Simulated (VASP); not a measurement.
A run of VASP 6.6.1 is set up as follows.

File INCAR:

```
ALGO     = Normal         # electronic algorithm
EDIFF    = 1E-7           # SCF threshold, eV
ENCUT    = 520            # plane-wave cutoff, eV
GGA      = PS             # functional
ISIF     = 2              # what is computed and relaxed
ISMEAR   = 1              # smearing method
IVDW     = 12             # dispersion correction
LASPH    = True           # aspherical terms in the spheres
LCHARG   = False          # write CHGCAR
LREAL    = False          # projectors in reciprocal space
LWAVE    = False          # write WAVECAR
NBANDS   = 10             # bands
NELM     = 100            # most SCF steps
PREC     = Accurate       # precision mode
SIGMA    = 0.15           # smearing width, eV
```

File KPOINTS:

```
k-points
0
Gamma
  8 8 4
```

Contents of POSCAR:

```
Li
1.0
    3.1110000000      0.0000000000      0.0000000000
   -1.5555000000      2.6942100000      0.0000000000
    0.0000000000      0.0000000000      5.0930000000
Li
2
Direct
    0.3333333333      0.6666666667      0.2500000000
    0.6666666667      0.3333333333      0.7500000000
```

Potentials or basis: VASP PAW PBE potentials, release 64 (Li_sv).

The run is started by

```console
$ cat potpaw_PBE.64/Li_sv/POTCAR > POTCAR
$ mpirun -np 1 vasp_std > vasp.out
```

Estimate the band gap on the k mesh.

zero (band 3 reaches 2.09 eV, above the bottom of band 4 at -1.91 eV).

Predict the dispersion energy per atom.

-0.141 eV.

Caveat: three body term missing.
